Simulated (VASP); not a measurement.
# Ir (P6_3/mmc) in VASP: further runs

Ir is run at these levels: PBE; tasks: single point.

All numbers are computed with VASP 6.6.1; they aren't measurements. Logs are shortened: lines on timing, memory, paths and dates and some standing lists are left out, and cuts for length are marked.

## 1. The cell of the first run

The structure is hexagonal, space group P6_3/mmc (No. 194). The conventional cell has a = 2.876 Å, b = 2.876 Å, c = 4.676 Å, α = 90.00°, β = 90.00°, γ = 120.00°. Ir (site symmetry -6m2) has 12 Ir at 2.87 to 2.88 Å within 3.8 Å.

This isn't the form of Ir at room conditions, which is fcc.

## 2. Single point, PBE

File INCAR:

```
SYSTEM = Ir
PREC = Accurate
ENCUT = 520
EDIFF = 1E-6
ISMEAR = 0
SIGMA = 0.15
LREAL = .False.
LASPH = .True.
NELM = 100
ALGO = Normal
ISIF = 2
LWAVE = .False.
LCHARG = .False.
GGA = PE
NBANDS = 16
```

File KPOINTS:

```
regular mesh
0
Gamma
  18 18 10
  0 0 0
```

File POSCAR:

```
Ir
1.0
    2.8760000000      0.0000000000      0.0000000000
   -1.4380000000      2.4906890613      0.0000000000
    0.0000000000      0.0000000000      4.6756000000
Ir
2
Direct
    0.6666666667      0.3333333333      0.7500000000
    0.3333333333      0.6666666667      0.2500000000
```

Potentials or basis: VASP PAW PBE potentials, release 64 (Ir).

On the command line:

```sh
cat potpaw_PBE.64/Ir/POTCAR > POTCAR
mpirun -np 1 vasp_std > vasp.out
```

OUTCAR:

```text
SYSTEM = Ir
   PREC = Accurate
   ENCUT = 520
   EDIFF = 1E-6
   ISMEAR = 0
   LREAL = .False.
   LASPH = .True.
   NELM = 100
   ISIF = 2
   GGA = PE

 ion  position               nearest neighbor table
   1  0.667  0.333  0.750-   2 2.87   2 2.87   2 2.87   2 2.87   2 2.87   2 2.87
   2  0.333  0.667  0.250-   1 2.87   1 2.87   1 2.87   1 2.87   1 2.87   1 2.87

  LATTYP: Found a hexagonal cell.
 ALAT       =     2.8760000000
 C/A-ratio  =     1.6257301808

  Lattice vectors:

 A1 = (   2.8760000000,   0.0000000000,   0.0000000000)
 A2 = (  -1.4380000000,   2.4906890613,   0.0000000000)
 A3 = (   0.0000000000,   0.0000000000,   4.6756000000)

Analysis of symmetry for initial positions (statically):
=====================================================================
 Subroutine PRICEL returns:
 Original cell was already a primitive cell.

 Routine SETGRP: Setting up the symmetry group for a
 hexagonal supercell.

 Subroutine GETGRP returns: Found 24 space group operations
 (whereof 12 operations were pure point group operations)
 out of a pool of 24 trial point group operations.

The static configuration has the point symmetry D_3d.
 The point group associated with its full space group is D_6h.

Analysis of symmetry for dynamics (positions and initial velocities):
=====================================================================
 Subroutine PRICEL returns:
 Original cell was already a primitive cell.

 Routine SETGRP: Setting up the symmetry group for a
 hexagonal supercell.

 Subroutine GETGRP returns: Found 24 space group operations
 (whereof 12 operations were pure point group operations)
 out of a pool of 24 trial point group operations.

The dynamic configuration has the point symmetry D_3d.
 The point group associated with its full space group is D_6h.

 Subroutine INISYM returns: Found 24 space group operations
 (whereof 12 operations are pure point group operations),
 and found     1 'primitive' translations

----------------------------------------------------------------------------------------

                                     Primitive cell

  volume of cell :      33.4924

  direct lattice vectors                    reciprocal lattice vectors
     2.876000000  0.000000000  0.000000000     0.347705146  0.200747660  0.000000000
    -1.438000000  2.490689061  0.000000000     0.000000000  0.401495319  0.000000000
     0.000000000  0.000000000  4.675600000     0.000000000  0.000000000  0.213876294

  length of vectors
     2.876000000  2.876000000  4.675600000     0.401495319  0.401495319  0.213876294

  position of ions in fractional coordinates (direct lattice)
     0.666666667  0.333333333  0.750000000
     0.333333333  0.666666667  0.250000000

  ion indices of the primitive-cell ions
   primitive index   ion index
                 1           1
                 2           2

----------------------------------------------------------------------------------------

 KPOINTS: regular mesh

Automatic generation of k-mesh.
 Grid dimensions read from file:
 generate k-points for:   18   18   10

 Generating k-lattice:

  Cartesian coordinates                     Fractional coordinates (reciprocal lattice)
     0.019316953  0.011152648  0.000000000     0.055555556  0.000000000  0.000000000
     0.000000000  0.022305296  0.000000000     0.000000000  0.055555556  0.000000000
     0.000000000  0.000000000  0.021387629     0.000000000  0.000000000  0.100000000

  Length of vectors
     0.022305296  0.022305296  0.021387629

  Shift w.r.t. Gamma in fractional coordinates (k-lattice)
     0.000000000  0.000000000  0.000000000

 Subroutine IBZKPT returns following result:
 ===========================================

 Found    222 irreducible k-points:

 Following reciprocal coordinates:
            Coordinates               Weight
  0.000000  0.000000  0.000000      1.000000
  0.055556  0.000000  0.000000      6.000000
  0.111111  0.000000  0.000000      6.000000
  0.166667 -0.000000  0.000000      6.000000
  0.222222  0.000000  0.000000      6.000000
  0.277778 -0.000000  0.000000      6.000000
[... 16 lines left out ...]
  0.333333  0.111111  0.000000     12.000000
  0.388889  0.111111  0.000000     12.000000
 [... further k-points ...]
   k-points           NKPTS =    222   k-points in BZ     NKDIM =    222   number of bands    NBANDS=     16
   number of dos      NEDOS =    301   number of ions     NIONS =      2
   total plane-waves  NPLWV =  20736
   dimension x,y,z NGX =    24 NGY =   24 NGZ =   36
   dimension x,y,z NGXF=    48 NGYF=   48 NGZF=   72
   ions per type =               2
   NGX,Y,Z   is equivalent  to a cutoff of  13.87, 13.87, 12.80 a.u.
   NGXF,Y,Z  is equivalent  to a cutoff of  27.75, 27.75, 25.60 a.u.
 SYSTEM =  Ir
   PREC   = accura    normal or accurate (medium, high low for compatibility)
   ISTART =      0    job   : 0-new  1-cont  2-samecut
   ICHARG =      2    charge: 1-file 2-atom 10-const
   ISPIN  =      1    spin polarized calculation?
   LNONCOLLINEAR =      F non collinear calculations
   LSORBIT =      F    spin-orbit coupling
   LASPH  =      T    aspherical Exc in radial PAW
   ENCUT  =  520.0 eV  38.22 Ry    6.18 a.u.   5.35  5.35  8.69*2*pi/ulx,y,z
   NELM   =    100;   NELMIN=  2; NELMDL= -5     # of ELM steps
   EDIFF  = 0.1E-05   stopping-criterion for ELM
   LREAL  =      F    real-space projection
   EDIFFG = 0.1E-04   stopping-criterion for IOM
   NSW    =      0    number of steps for IOM
   IBRION =     -1    ionic relax: 0-MD 1-quasi-New 2-CG
   NFREE  =      0    steps in history (QN), initial steepest desc. (CG)
   ISIF   =      2    stress and relaxation
   ISYM   =      2    0-nonsym 1-usesym 2-fastsym
   POTIM  = 0.5000    time-step for ionic-motion
   TEBEG  =    0.0;   TEEND  =   0.0 temperature during run
   PSTRESS=    0.0 pullay stress
   NELECT =      18.0000    total number of electrons
   NUPDOWN=      -1.0000    fix difference up-down
   EMIN   =  10.00;   EMAX   =-10.00  energy-range for DOS
   EFERMI =   0.00;   METHOD = LEGACY
   ISMEAR =     0;   SIGMA  =   0.15  broadening in eV -4-tet -1-fermi 0-gaus
   EFERMI_NEDOS =   21; number of points for ismear=-14 and -15
   IALGO  =     38    algorithm
   IMIX   =      4    mixing-type and parameters
     AMIX     =   0.40;   BMIX     =  1.00
     AMIX_MAG =   1.60;   BMIX_MAG =  1.00
  volume/ion in A,a.u.               =      16.75       113.01
  Fermi-wavevector in a.u.,A,eV,Ry     =   1.331017  2.515258 24.104183  1.771607
  Thomas-Fermi vector in A             =   2.460060
   LORBIT       =      0    0 simple, 1 ext, 2 COOP (PROOUT), +10 PAW based schemes
   GGA     = PE    functional components
   LHFCALC =     F    Hartree Fock is set to
   AEXX    =    0.0000 exact exchange contribution
   IVDW    =     0    specifies the selected vdW correction
   LEPSILON=     F    determine dielectric tensor
   LRPA    =     F    only Hartree local field effects (RPA)
 non-spin polarized calculation
 Gauss-broadening in eV      SIGMA  =   0.15
  energy-cutoff  :      520.00
  volume of cell :       33.49
 maximum number of plane-waves:       923
 NGX is ok and might be reduce to    24
   NGX = 11   NGY = 11   NGZ = 17

 number of electron      17.9999998 magnetization

 Free energy of the ion-electron system (eV)
  ---------------------------------------------------
  ext. energy  EPLUGINS =         0.00000000
  ---------------------------------------------------
  free energy    TOTEN  =       -17.04938149 eV

  energy without entropy =      -17.01518202  energy(sigma->0) =      -17.03228175

 E-fermi :   7.7917     XC(G=0): -13.0004

 val. band max:        7.7869006049   @ k =   0.2222   0.1111   0.5000
 cond. band min:       7.7944984710   @ k =   0.2778   0.1111   0.2000
 fundamental gap:      0.0075978661
 Fermi energy:         7.7917127276

 k-point     1 :       0.0000    0.0000    0.0000
  band No.  band energies     occupation
      1      -1.6850      2.00000
      2       1.2624      2.00000
      3       4.7371      2.00000
      4       4.8539      2.00000
      5       4.8539      2.00000
      6       5.3426      2.00000
[... 8 lines left out ...]
     15      24.1272      0.00000
     16      24.9032      0.00000

 k-point     2 :       0.0556    0.0000    0.0000
  band No.  band energies     occupation
      1      -1.5826      2.00000
      2       1.3529      2.00000
      3       4.5790      2.00000
      4       4.9340      2.00000
      5       4.9946      2.00000
      6       5.2922      2.00000
[... 8 lines left out ...]
     15      24.2591      0.00000
     16      24.9906      0.00000

 k-point     3 :       0.1111    0.0000    0.0000
  band No.  band energies     occupation
      1      -1.2822      2.00000
      2       1.6084      2.00000
      3       4.3382      2.00000
      4       5.0997      2.00000
      5       5.1706      2.00000
      6       5.2666      2.00000
[... 8 lines left out ...]
     15      24.6105      0.00000
     16      24.7026      0.00000

 k-point     4 :       0.1667   -0.0000    0.0000
  band No.  band energies     occupation
      1      -0.8055      2.00000
      2       1.9687      2.00000
      3       4.0962      2.00000
      4       4.7707      2.00000
      5       4.9230      2.00000
      6       5.5518      2.00000
[... 8 lines left out ...]
     15      24.3315      0.00000
     16      24.5148      0.00000
[... 324 lines left out ...]
 k-point    22 :       0.2778    0.1111    0.0000
  band No.  band energies     occupation
      1       1.3652      2.00000
      2       2.5411      2.00000
      3       3.0435      2.00000
      4       3.9482      2.00000
      5       4.6501      2.00000
      6       4.9769      2.00000
[... 8 lines left out ...]
     15      18.8342      0.00000
     16      22.5282      0.00000

 k-point    23 :       0.3333    0.1111    0.0000
  band No.  band energies     occupation
      1       1.8069      2.00000
      2       2.3680      2.00000
      3       2.7398      2.00000
      4       4.2775      2.00000
      5       4.5773      2.00000
      6       5.1900      2.00000
[... 8 lines left out ...]
     15      17.7750      0.00000
     16      21.0353      0.00000

 k-point    24 :       0.3889    0.1111    0.0000
  band No.  band energies     occupation
      1       2.0280      2.00000
      2       2.2395      2.00000
      3       2.5543      2.00000
      4       4.5538      2.00000
      5       4.6332      2.00000
      6       5.0363      2.00000
[... 8 lines left out ...]
     15      17.0600      0.00000
     16      19.5294      0.00000

 [... further k-points ...]
[... 5 lines left out ...]
  --------------------------------------------------------------------------------------
  -------------------------------------------------------------------------------------
  Total       -6.8525177     -6.8525177     -7.1310132      0.0000000      0.0000000     -0.0000000
  in kB     -327.8045675   -327.8045676   -341.1269871      0.0000000      0.0000000     -0.0000000
  external PRESSURE =    -332.2453741 kB  Pullay stress =       0.0000000 kB

 VOLUME and BASIS-vectors are now :
 -----------------------------------------------------------------------------
  energy-cutoff  :      520.00
  volume of cell :       33.49
      direct lattice vectors                 reciprocal lattice vectors
     2.876000000  0.000000000  0.000000000     0.347705146  0.200747660  0.000000000
    -1.438000000  2.490689061  0.000000000     0.000000000  0.401495319  0.000000000
     0.000000000  0.000000000  4.675600000     0.000000000  0.000000000  0.213876294

 POSITION                                       TOTAL-FORCE (eV/Angst)
 -----------------------------------------------------------------------------------
      1.43800      0.83023      3.50670        -0.000000     -0.000000      0.000000
     -0.00000      1.66046      1.16890         0.000000      0.000000      0.000000
 -----------------------------------------------------------------------------------
    total drift:                               -0.000000      0.000000     -0.000000

  FREE ENERGIE OF THE ION-ELECTRON SYSTEM (eV)
  ---------------------------------------------------
  free  energy   TOTEN  =       -17.0493814857 eV

  energy  without entropy=      -17.0151820155  energy(sigma->0) =      -17.03228175
```

It took 64 s on 1 thread of Intel Xeon Platinum 8488C (Sapphire Rapids), shared host; peak memory 0.23 GiB.

What came out:

```yaml
Free_energy: -17.0494 eV
Pressure: -33.2 GPa
Band_gap_on_the_k_mesh: zero (bands 9 and 10 overlap by 2.51 eV)
```

Caveat: the cell stands under tension; spin-orbit coupling is left out, which moves the levels of the heavy elements.

## 3. Single point, PBE

This run uses another cell than the first one, of 16.67 Å³/atom.

File INCAR:

```
SYSTEM = Ir
PREC = Accurate
ENCUT = 520
EDIFF = 1E-7
ISMEAR = 0
SIGMA = 0.15
LREAL = .FALSE.
LASPH = .TRUE.
NELM = 100
ALGO = Fast
ISIF = 2
LWAVE = .FALSE.
LCHARG = .FALSE.
GGA = PE
NBANDS = 16
```

File KPOINTS:

```
Automatic mesh
0
G
  18 18 10
  0 0 0
```

File POSCAR:

```
Ir
1.0
    2.9402000000      0.0000000000      0.0000000000
   -1.4701000000      2.5462878922      0.0000000000
    0.0000000000      0.0000000000      4.4529609382
Ir
2
Direct
    0.6666666667      0.3333333333      0.7500000000
    0.3333333333      0.6666666667      0.2500000000
```

Potentials or basis: VASP PAW PBE potentials, release 64 (Ir).

On the command line:

```sh
cat potpaw_PBE.64/Ir/POTCAR > POTCAR
mpirun -np 1 vasp_std > vasp.out
```

Run time: 90 s. Hardware: 1 thread of Intel Xeon Platinum 8488C (Sapphire Rapids), shared host; peak memory 0.23 GiB.

Results (log left out):

- Free energy: -17.0341 eV
- Pressure: -30.8 GPa
- Band gap on the k mesh: zero (bands 9 and 10 overlap by 2.40 eV)

Stress tensor (GPa, compression positive):
```
-34.24   0.00   0.00
  0.00 -34.24   0.00
  0.00   0.00 -24.06
```

Levels at points of the mesh, in eV from the Fermi level:
| k point | band 7 | band 8 | band 9 | band 10 | band 11 | band 12 |
| --- | --- | --- | --- | --- | --- | --- |
| (0.00, 0.00, 0.00) | -2.40 | -2.34 | -2.34 | 0.17 | 0.17 | 0.24 |
| (0.50, 0.00, 0.00) | -2.01 | 0.12 | 0.57 | 0.92 | 2.15 | 3.24 |
| (0.00, 0.00, 0.50) | -3.25 | -3.25 | -0.37 | -0.37 | -0.37 | -0.37 |
| (0.50, 0.00, 0.50) | -0.71 | -0.71 | 0.41 | 0.41 | 1.70 | 1.70 |

Caveat: the stress differs along the axes, from -34 to -24 GPa; spin-orbit coupling is left out, which moves the levels of the heavy elements.

(Continued in part 2 of 2.)
